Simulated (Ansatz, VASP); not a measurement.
**Two plane-wave programs on Ge3N**

Contents of INCAR:

```
ALGO     = Normal         # electronic algorithm
EDIFF    = 1E-7           # SCF threshold, eV
EDIFFG   = -0.04          # ionic threshold
ENCUT    = 600            # plane-wave cutoff, eV
GGA      = PE             # functional
IBRION   = 2              # ionic algorithm
ISIF     = 3              # what is computed and relaxed
ISMEAR   = 0              # smearing method
LASPH    = True           # aspherical terms in the spheres
LCHARG   = False          # write CHGCAR
LREAL    = False          # projectors in reciprocal space
LWAVE    = False          # write WAVECAR
NELM     = 80             # most SCF steps
NSW      = 90             # ionic steps
PREC     = Accurate       # precision mode
SIGMA    = 0.1            # smearing width, eV
```

The input KPOINTS:

```
k-points
0
Gamma
  6 6 4
```

POSCAR

```
Ge3N
1.0
    5.4812569400      0.0000000000      0.0000000000
   -2.7406284700      4.7469077500      0.0000000000
    0.0000000000      0.0000000000      4.9966504800
Ge N
6 2
Direct
    0.3170500100      0.0000000000      0.2500000000
    0.3170500100      0.3170500100      0.7500000000
    0.0000000000      0.3170500100      0.2500000000
    0.6829499900      0.0000000000      0.7500000000
    0.6829499900      0.6829499900      0.2500000000
    0.0000000000      0.6829499900      0.7500000000
    0.0000000000      0.0000000000      0.0000000000
    0.0000000000      0.0000000000      0.5000000000
```

Input for Ansatz:

```yaml
crystal:
  lattice:
    - [5.48125694, 0.0, 0.0]
    - [-2.74062847, 4.74690775, 0.0]
    - [0.0, 0.0, 4.99665048]
  atoms:
    - { symbol: Ge, position: [0.31705001, 0.0, 0.25] }
    - { symbol: Ge, position: [0.31705001, 0.31705001, 0.75] }
    - { symbol: Ge, position: [0.0, 0.31705001, 0.25] }
    - { symbol: Ge, position: [0.68294999, 0.0, 0.75] }
    - { symbol: Ge, position: [0.68294999, 0.68294999, 0.25] }
    - { symbol: Ge, position: [0.0, 0.68294999, 0.75] }
    - { symbol: "N", position: [0.0, 0.0, 0.0] }
    - { symbol: "N", position: [0.0, 0.0, 0.5] }
basis:
  ecutwfc: 420
kpoints:
  mp_grid: { grid: [6, 6, 4] }
hamiltonian:
  xc: pbe
scf:
  occupations: { method: gaussian, width: 0.1 }
  lower_state_search: "off"
output:
  forces: true
  stress: true
  eigenvalues: true
relax:
  adjacent_minimum: "off"
  f_tol: 0.04
  max_steps: 70
  cell: { stress_tol: 0.4 }
```

Change from the starting cell: species swapped into the TiI3 type (P6_3/mcm, No. 193).

Alike in both runs: task relaxation of cell and atoms; functional PBE; k mesh 6 × 6 × 4; occupations gaussian, width 0.1 eV; no spin polarisation.

|  | VASP | Ansatz |
| --- | --- | --- |
| version | VASP 6.6.1 | Ansatz 0.2.0 |
| potentials or method | VASP PAW PBE potentials, release 64 (Ge_d, N), cutoff 600 eV | scalar-relativistic, plane waves, PAW |
| valence electrons in the cell | 94 | 94 |

VASP gave:

* gap on the k mesh at the Fermi level, each at its own relaxed structure (eV): none
* relaxed volume (Å³/atom): 16.41
* relaxed length of the cell vector where the two differ most in proportion (Å): 5.105

Problem. Which values does Ansatz return?

Solution. gap on the k mesh at the Fermi level, each at its own relaxed structure (eV): none; relaxed volume (Å³/atom): 16.47; relaxed length of the cell vector where the two differ most in proportion (Å): 5.112.

A gap of «none» marks a metal or a gap that the smearing closes.
